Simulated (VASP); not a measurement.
# SiC (F-43m) in VASP: a series of runs

Runs on SiC. Level: PBE. Tasks: single point.

Program: VASP 6.6.1. These are calculated values, not measurements. Logs are shortened: lines on timing, memory, paths and dates and some standing lists are left out, and cuts for length are marked.

## Step 1: The cell of the first run

The structure is cubic, space group F-43m (No. 216). The conventional cell has a = 4.415 Å, b = 4.415 Å, c = 4.415 Å, α = 90.00°, β = 90.00°, γ = 90.00°. Within 2.5 Å of Si (site symmetry -43m) lie 4 C at 1.91 Å. Within 2.5 Å of C (site symmetry -43m) lie 4 Si at 1.91 Å.

## Step 2: Single point, PBE

Contents of INCAR:

```
SYSTEM = SiC
PREC = Accurate ; ENCUT = 600
EDIFF = 1E-6 ; ISMEAR = 0
SIGMA = 0.01 ; LREAL = .False.
LASPH = .True. ; NELM = 120
ALGO = Normal ; ISIF = 2
LWAVE = .False. ; LCHARG = .False.
GGA = PE ; NBANDS = 11
GGA_COMPAT = .False.
```

Contents of KPOINTS:

```
regular mesh
0
Gamma
  4 4 4
  0 0 0
```

Contents of POSCAR:

```
SiC
1.0
    0.0000000000      2.2076743409      2.2076743409
    2.2076743409      0.0000000000      2.2076743409
    2.2076743409      2.2076743409      0.0000000000
Si C
1 1
Direct
    0.0000000000      0.0000000000      0.0000000000
    0.2500000000      0.2500000000      0.2500000000
```

Potentials or basis: VASP PAW PBE potentials, release 64 (Si, C).

Started as:

```console
$ cat potpaw_PBE.64/Si/POTCAR potpaw_PBE.64/C/POTCAR > POTCAR
$ mpirun -np 1 vasp_std > vasp.out
```

OUTCAR:

```text
SYSTEM = SiC
   PREC = Accurate
   ENCUT = 600
   EDIFF = 1E-6
   ISMEAR = 0
   LREAL = .False.
   LASPH = .True.
   NELM = 120
   ISIF = 2
   GGA = PE

 ion  position               nearest neighbor table
   1  0.000  0.000  0.000-   2 1.91   2 1.91   2 1.91   2 1.91
   2  0.250  0.250  0.250-   1 1.91   1 1.91   1 1.91   1 1.91

  LATTYP: Found a face centered cubic cell.
 ALAT       =     4.4153486818

  Lattice vectors:

 A1 = (   0.0000000000,   2.2076743409,   2.2076743409)
 A2 = (   2.2076743409,   0.0000000000,   2.2076743409)
 A3 = (   2.2076743409,   2.2076743409,   0.0000000000)

Analysis of symmetry for initial positions (statically):
=====================================================================
 Subroutine PRICEL returns:
 Original cell was already a primitive cell.

 Routine SETGRP: Setting up the symmetry group for a
 face centered cubic supercell.

 Subroutine GETGRP returns: Found 24 space group operations
 (whereof 24 operations were pure point group operations)
 out of a pool of 48 trial point group operations.

The static configuration has the point symmetry T_d .

Analysis of symmetry for dynamics (positions and initial velocities):
=====================================================================
 Subroutine PRICEL returns:
 Original cell was already a primitive cell.

 Routine SETGRP: Setting up the symmetry group for a
 face centered cubic supercell.

 Subroutine GETGRP returns: Found 24 space group operations
 (whereof 24 operations were pure point group operations)
 out of a pool of 48 trial point group operations.

The dynamic configuration has the point symmetry T_d .

 Subroutine INISYM returns: Found 24 space group operations
 (whereof 24 operations are pure point group operations),
 and found     1 'primitive' translations

----------------------------------------------------------------------------------------

                                     Primitive cell

  volume of cell :      21.5196

  direct lattice vectors                    reciprocal lattice vectors
     0.000000000  2.207674341  2.207674341    -0.226482679  0.226482679  0.226482679
     2.207674341  0.000000000  2.207674341     0.226482679 -0.226482679  0.226482679
     2.207674341  2.207674341  0.000000000     0.226482679  0.226482679 -0.226482679

  length of vectors
     3.122122994  3.122122994  3.122122994     0.392279508  0.392279508  0.392279508

[... 70 lines left out ...]
   ISYM   =      2    0-nonsym 1-usesym 2-fastsym
   POTIM  = 0.5000    time-step for ionic-motion
   TEBEG  =    0.0;   TEEND  =   0.0 temperature during run
   PSTRESS=    0.0 pullay stress
   NELECT =       8.0000    total number of electrons
   NUPDOWN=      -1.0000    fix difference up-down
   EMIN   =  10.00;   EMAX   =-10.00  energy-range for DOS
   EFERMI =   0.00;   METHOD = LEGACY
   ISMEAR =     0;   SIGMA  =   0.01  broadening in eV -4-tet -1-fermi 0-gaus
   EFERMI_NEDOS =   21; number of points for ismear=-14 and -15
   IALGO  =     38    algorithm
   IMIX   =      4    mixing-type and parameters
     AMIX     =   0.40;   BMIX     =  1.00
     AMIX_MAG =   1.60;   BMIX_MAG =  1.00
  volume/ion in A,a.u.               =      10.76        72.61
  Fermi-wavevector in a.u.,A,eV,Ry     =   1.177136  2.224464 18.852888  1.385648
  Thomas-Fermi vector in A             =   2.313487
   LORBIT       =      0    0 simple, 1 ext, 2 COOP (PROOUT), +10 PAW based schemes
   GGA     = PE    functional components
   LHFCALC =     F    Hartree Fock is set to
   AEXX    =    0.0000 exact exchange contribution
   IVDW    =     0    specifies the selected vdW correction
   LEPSILON=     F    determine dielectric tensor
   LRPA    =     F    only Hartree local field effects (RPA)
 non-spin polarized calculation
 Gauss-broadening in eV      SIGMA  =   0.01
  energy-cutoff  :      600.00
  volume of cell :       21.52
 maximum number of plane-waves:       725
 NGX is ok and might be reduce to    28
   NGX = 13   NGY = 13   NGZ = 13

 number of electron       8.0000000 magnetization

 Free energy of the ion-electron system (eV)
  ---------------------------------------------------
  ext. energy  EPLUGINS =         0.00000000
  ---------------------------------------------------
  free energy    TOTEN  =       -14.93000936 eV

  energy without entropy =      -14.93000936  energy(sigma->0) =      -14.93000936

 E-fermi :   7.7953     XC(G=0): -11.1698

 val. band max:        7.7299697230   @ k =   0.0000   0.0000   0.0000
 cond. band min:       9.0762704504   @ k =   0.5000   0.5000   0.0000
 fundamental gap:      1.3463007273
 Fermi energy:         7.7952956163

 k-point     1 :       0.0000    0.0000    0.0000
  band No.  band energies     occupation
      1      -7.3943      2.00000
      2       7.7300      2.00000
      3       7.7300      2.00000
      4       7.7300      2.00000
      5      13.4960      0.00000
      6      14.7210      0.00000
      7      14.7210      0.00000
      8      14.7210      0.00000
      9      21.9614      0.00000
     10      21.9614      0.00000
     11      23.5691      0.00000
[... 85 lines left out ...]
 k-point     8 :      -0.2500    0.5000    0.2500
  band No.  band energies     occupation
      1      -2.3263      2.00000
      2       0.7334      2.00000
      3       2.8954      2.00000
      4       3.1634      2.00000
      5      12.8594      0.00000
      6      16.7517      0.00000
      7      16.8145      0.00000
      8      17.2896      0.00000
      9      21.4735      0.00000
     10      24.7452      0.00000
     11      28.0780      0.00000

------------------------ aborting loop because EDIFF is reached ----------------------------------------

  FORCE on cell =-STRESS in cart. coord.  units (eV):
  Direction    XX          YY          ZZ          XY          YZ          ZX
  --------------------------------------------------------------------------------------
  -------------------------------------------------------------------------------------
  Total       -0.6383083     -0.6383083     -0.6383083      0.0000000      0.0000000      0.0000000
  in kB      -47.5232438    -47.5232438    -47.5232438      0.0000000      0.0000000      0.0000000
  external PRESSURE =     -47.5232438 kB  Pullay stress =       0.0000000 kB

 VOLUME and BASIS-vectors are now :
 -----------------------------------------------------------------------------
  energy-cutoff  :      600.00
  volume of cell :       21.52
      direct lattice vectors                 reciprocal lattice vectors
     0.000000000  2.207674341  2.207674341    -0.226482679  0.226482679  0.226482679
     2.207674341  0.000000000  2.207674341     0.226482679 -0.226482679  0.226482679
     2.207674341  2.207674341  0.000000000     0.226482679  0.226482679 -0.226482679

 POSITION                                       TOTAL-FORCE (eV/Angst)
 -----------------------------------------------------------------------------------
      0.00000      0.00000      0.00000         0.000000     -0.000000     -0.000000
      1.10384      1.10384      1.10384        -0.000000      0.000000      0.000000
 -----------------------------------------------------------------------------------
    total drift:                               -0.000000     -0.000000     -0.000000

  FREE ENERGIE OF THE ION-ELECTRON SYSTEM (eV)
  ---------------------------------------------------
  free  energy   TOTEN  =       -14.9300093618 eV

  energy  without entropy=      -14.9300093618  energy(sigma->0) =      -14.93000936
```

OSZICAR:

```text
N       E                     dE             d eps       ncg     rms          rms(c)
DAV:   1     0.259754019014E+01    0.25975E+01   -0.40398E+03   176   0.656E+02
DAV:   2    -0.160897210469E+02   -0.18687E+02   -0.16150E+02   210   0.106E+02
DAV:   3    -0.167450026946E+02   -0.65528E+00   -0.65406E+00   221   0.161E+01
DAV:   4    -0.167478390191E+02   -0.28363E-02   -0.28360E-02   194   0.131E+00
DAV:   5    -0.167478534103E+02   -0.14391E-04   -0.14391E-04   218   0.860E-02    0.848E+00
DAV:   6    -0.149812209902E+02    0.17666E+01   -0.64095E+00   191   0.113E+01    0.373E+00
DAV:   7    -0.149371298236E+02    0.44091E-01   -0.38547E-01   209   0.355E+00    0.172E+00
DAV:   8    -0.149297673334E+02    0.73625E-02   -0.22551E-02   197   0.986E-01    0.173E-01
DAV:   9    -0.149298621773E+02   -0.94844E-04   -0.20904E-03   217   0.251E-01    0.116E-01
DAV:  10    -0.149300046969E+02   -0.14252E-03   -0.30590E-04   200   0.105E-01    0.293E-02
DAV:  11    -0.149300087850E+02   -0.40881E-05   -0.51982E-05   200   0.377E-02    0.685E-03
DAV:  12    -0.149300093618E+02   -0.57677E-06   -0.19796E-06   174   0.909E-03
   1 F= -.14930009E+02 E0= -.14930009E+02  d E =-.774218E-22
```

Run time: 4.9 s. Hardware: 1 thread of Intel Xeon 8259CL, shared host; peak memory 0.14 GiB.

What came out:

```yaml
Free_energy: -14.9300 eV
Pressure: -4.8 GPa
Band_gap_on_the_k_mesh: 1.35 eV, indirect (least direct gap 4.47 eV)
```

Caveat: the k points lie up to 0.62 Å⁻¹ apart. A k mesh can miss the band edges.

## Step 3: Single point, PBE

This run uses another cell than the first one, of 9.52 Å³/atom, 0.885 times its volume.

Contents of INCAR:

```
SYSTEM = SiC
PREC     = Accurate       ! precision mode
ENCUT    = 600            ! plane-wave cutoff, eV
EDIFF    = 1E-6           ! SCF threshold, eV
ISMEAR   = 0              ! smearing method
SIGMA    = 0.01           ! smearing width, eV
LREAL    = .FALSE.        ! projectors in reciprocal space
LASPH    = .TRUE.         ! aspherical terms in the spheres
NELM     = 120            ! most SCF steps
ALGO     = Normal         ! electronic algorithm
ISIF     = 2              ! what is computed and relaxed
LWAVE    = .FALSE.        ! write WAVECAR
LCHARG   = .TRUE.         ! write CHGCAR
GGA      = PE             ! functional
LELF     = .TRUE.         ! ELF
LVHAR    = .TRUE.       
NBANDS   = 11             ! bands
GGA_COMPAT= .FALSE.
```

Contents of KPOINTS:

```
regular mesh
0
G
  4 4 4
  0 0 0
```

Contents of POSCAR:

```
SiC
1.0
    0.0000000000      2.1192710523      2.1192710523
    2.1192710523      0.0000000000      2.1192710523
    2.1192710523      2.1192710523      0.0000000000
Si C
1 1
Direct
    0.0000000000      0.0000000000      0.0000000000
    0.2500000000      0.2500000000      0.2500000000
```

Potentials or basis: VASP PAW PBE potentials, release 64 (Si, C).

Started as:

```console
$ cat potpaw_PBE.64/Si/POTCAR potpaw_PBE.64/C/POTCAR > POTCAR
$ mpirun -np 1 vasp_std > vasp.out
```

It took 4 s on 1 thread of Intel Xeon 8259CL, shared host; peak memory 0.13 GiB.

Results (log left out):

```
Free energy            : -14.7888 eV
Pressure               : 25.6 GPa
Band gap on the k mesh : 1.23 eV, indirect (least direct gap 4.59 eV)
```

Levels at points of the mesh, in eV from the valence-band top:
| k point | band 1 | band 2 | band 3 | band 4 | band 5 | band 6 | band 7 | band 8 |
| --- | --- | --- | --- | --- | --- | --- | --- | --- |
| (0.00, 0.00, 0.00) | -16.10 | 0.00 | 0.00 | 0.00 | 7.21 | 7.86 | 7.86 | 7.86 |
| (0.50, 0.00, 0.00) | -12.20 | -9.04 | -1.07 | -1.07 | 6.18 | 7.52 | 7.52 | 10.50 |
| (0.50, 0.50, 0.00) | -10.66 | -8.10 | -3.36 | -3.36 | 1.23 | 4.58 | 15.00 | 15.00 |

Caveat: the k points lie up to 0.64 Å⁻¹ apart. PBE gaps usually lie below the measured ones, often by a third to a half.

## Step 4: Single point, PBE

This run uses another cell than the first one, of 9.52 Å³/atom, 0.885 times its volume.

Contents of INCAR:

```
  PREC = Accurate
  ENCUT = 600
  EDIFF = 1E-6
  ISMEAR = 0
  SIGMA = 0.01
  LREAL = False
  LASPH = True
  NELM = 120
  ALGO = Normal
  ISIF = 2
  LWAVE = False
  LCHARG = False
  GGA = PE
  NBANDS = 11
  GGA_COMPAT = False
```

Contents of KPOINTS:

```
regular mesh
0
Gamma
  4 4 4
```

POSCAR is that of step 3.

Started as:

```console
$ cat potpaw_PBE.64/Si/POTCAR potpaw_PBE.64/C/POTCAR > POTCAR
$ mpirun -np 1 vasp_std > vasp.out
```

Run time: 4.4 s. Hardware: 1 thread of Intel Xeon 8259CL, shared host; peak memory 0.13 GiB.

The run converged. Its results:

```yaml
Free_energy: -14.7888 eV
Pressure: 25.6 GPa
Band_gap_on_the_k_mesh: 1.23 eV, indirect (least direct gap 4.59 eV)
```

Levels at points of the mesh, in eV from the valence-band top:
| k point | band 1 | band 2 | band 3 | band 4 | band 5 | band 6 | band 7 | band 8 | band 9 |
| --- | --- | --- | --- | --- | --- | --- | --- | --- | --- |
| (0.00, 0.00, 0.00) | -16.10 | 0.00 | 0.00 | 0.00 | 7.21 | 7.86 | 7.86 | 7.86 | 14.96 |
| (0.50, 0.00, 0.00) | -12.20 | -9.04 | -1.07 | -1.07 | 6.18 | 7.52 | 7.52 | 10.50 | 17.24 |
| (0.50, 0.50, 0.00) | -10.66 | -8.10 | -3.36 | -3.36 | 1.23 | 4.58 | 15.00 | 15.00 | 15.95 |

Caveat: the k points lie up to 0.64 Å⁻¹ apart. A k mesh can miss the band edges.

## Step 5: Single point, PBE

This run uses another cell than the first one, of 9.93 Å³/atom, 0.923 times its volume.

Contents of INCAR:

```
SYSTEM = SiC
PREC = Accurate ; ENCUT = 600
EDIFF = 1E-6 ; ISMEAR = 0
SIGMA = 0.01 ; LREAL = .FALSE.
LASPH = .TRUE. ; NELM = 120
ALGO = Normal ; ISIF = 2
LWAVE = .FALSE. ; LCHARG = .FALSE.
GGA = PE ; NBANDS = 11
GGA_COMPAT = .FALSE.
```

Contents of KPOINTS:

```
Automatic mesh
0
G
  4 4 4
  0 0 0
```

Contents of POSCAR:

```
SiC
1.0
    0.0000000000      2.1495504440      2.1495504440
    2.1495504440      0.0000000000      2.1495504440
    2.1495504440      2.1495504440      0.0000000000
Si C
1 1
Direct
    0.0000000000      0.0000000000      0.0000000000
    0.2500000000      0.2500000000      0.2500000000
```

Started as:

```console
$ cat potpaw_PBE.64/Si/POTCAR potpaw_PBE.64/C/POTCAR > POTCAR
$ mpirun -np 1 vasp_std > vasp.out
```

Run time: 5.6 s. Hardware: 1 thread of Intel Xeon 8259CL, shared host; peak memory 0.13 GiB.

The run converged. Its results:

* Free energy: -14.8896 eV
* Pressure: 13.5 GPa
* Band gap on the k mesh: 1.27 eV, indirect (least direct gap 4.55 eV)

Levels at points of the mesh, in eV from the valence-band top:
| k point | band 2 | band 3 | band 4 | band 5 | band 6 | band 7 |
| --- | --- | --- | --- | --- | --- | --- |
| (0.00, 0.00, 0.00) | 0.00 | 0.00 | 0.00 | 6.70 | 7.55 | 7.55 |
| (0.50, 0.00, 0.00) | -8.80 | -1.07 | -1.07 | 5.78 | 7.34 | 7.34 |
| (0.50, 0.50, 0.00) | -7.96 | -3.28 | -3.28 | 1.27 | 4.42 | 14.49 |

Caveat: the k points lie up to 0.63 Å⁻¹ apart. A hybrid or GW would open this gap; PBE tends to underestimate it.

## Step 6: Single point, PBE

This run uses another cell than the first one, of 9.93 Å³/atom, 0.923 times its volume.

Contents of INCAR:

```
ALGO     = Normal         # electronic algorithm
EDIFF    = 1E-6           # SCF threshold, eV
ENCUT    = 600            # plane-wave cutoff, eV
GGA      = PE             # functional
GGA_COMPAT= F            
ISIF     = 2              # what is computed and relaxed
ISMEAR   = 0              # smearing method
LASPH    = T              # aspherical terms in the spheres
LCHARG   = T              # write CHGCAR
LELF     = T              # ELF
LREAL    = F              # projectors in reciprocal space
LVHAR    = T            
LWAVE    = F              # write WAVECAR
NBANDS   = 11             # bands
NELM     = 120            # most SCF steps
PREC     = Accurate       # precision mode
SIGMA    = 0.01           # smearing width, eV
```

Contents of KPOINTS:

```
k-points
0
Gamma
  4 4 4
```

POSCAR is that of step 5.

Potentials or basis: VASP PAW PBE potentials, release 64 (Si, C).

Started as:

```console
$ cat potpaw_PBE.64/Si/POTCAR potpaw_PBE.64/C/POTCAR > POTCAR
$ mpirun -np 1 vasp_std > vasp.out
```

It took 5.6 s on 1 thread of Intel Xeon 8259CL, shared host; peak memory 0.13 GiB.

Results (log left out):

- Free energy: -14.8896 eV
- Pressure: 13.5 GPa
- Band gap on the k mesh: 1.27 eV, indirect (least direct gap 4.55 eV)

Levels at points of the mesh, in eV from the valence-band top:
| k point | band 2 | band 3 | band 4 | band 5 | band 6 | band 7 |
| --- | --- | --- | --- | --- | --- | --- |
| (0.00, 0.00, 0.00) | 0.00 | 0.00 | 0.00 | 6.70 | 7.55 | 7.55 |
| (0.50, 0.00, 0.00) | -8.80 | -1.07 | -1.07 | 5.78 | 7.34 | 7.34 |
| (0.50, 0.50, 0.00) | -7.96 | -3.28 | -3.28 | 1.27 | 4.42 | 14.49 |

Caveat: the k points lie up to 0.63 Å⁻¹ apart.

## Step 7: Summary

```csv
cell,gap on the mesh (eV),pressure (GPa)
"a = 3.122 Å, angles 60.0°, 2 atoms",1.35,-4.8
"a = 2.997 Å, angles 60.0°, 2 atoms",1.23,25.6
"a = 3.040 Å, angles 60.0°, 2 atoms",1.27,13.5
```

Alike in all rows: task single point; level PBE; potentials or basis VASP PAW PBE potentials, release 64 (Si, C); no spin polarisation; k mesh 4 × 4 × 4; cutoff (eV) 600; smearing gaussian 0.01 eV.

Caveats: all runs use coarse meshes.

Absolute energies hang on the potentials; compare differences alone.
